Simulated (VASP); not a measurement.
The system is Ta2N.

```
Ta N
1.0
     2.95790    0.00000    0.00000
    -1.47895    2.56162    0.00000
     0.00000    0.00000    4.91961
Ta N
2 1
Direct
  0.66667 0.33333 0.73774
  0.33333 0.66667 0.26226
  0.00000 0.00000 0.00000
```

This cell differs from its parent crystal: strained.

Base run:

| Property | Result |
| --- | --- |
| Program | VASP 6.6.1 |
| Functional | PBE |
| Potentials or basis | VASP PAW PBE potentials, release 64 (Ta_pv, N) |
| Cutoff | 520 eV |
| k mesh | 15 × 15 × 10 |
| Occupations | gaussian, width 0.1 eV |
| Spin | no spin polarisation |

Its results: pressure 28.4 GPa; largest force 0.192 eV/Å.

Problem. The run is repeated on the same cell with these changes: potentials or basis from VASP PAW PBE potentials, release 64 (Ta_pv, N) to VASP PAW PBE potentials, release 64 (Ta_sv_GW, N); cutoff from 520 eV to 600 eV; further incar settings from ALGO = Normal; EDIFF = 1e-07; NBANDS = 20 to ALGO = Normal; EDIFF = 1e-06; NBANDS = 22; valence electrons from 27 to 31. What comes out?

Solution. Pressure 27.7 GPa; largest force 0.202 eV/Å.
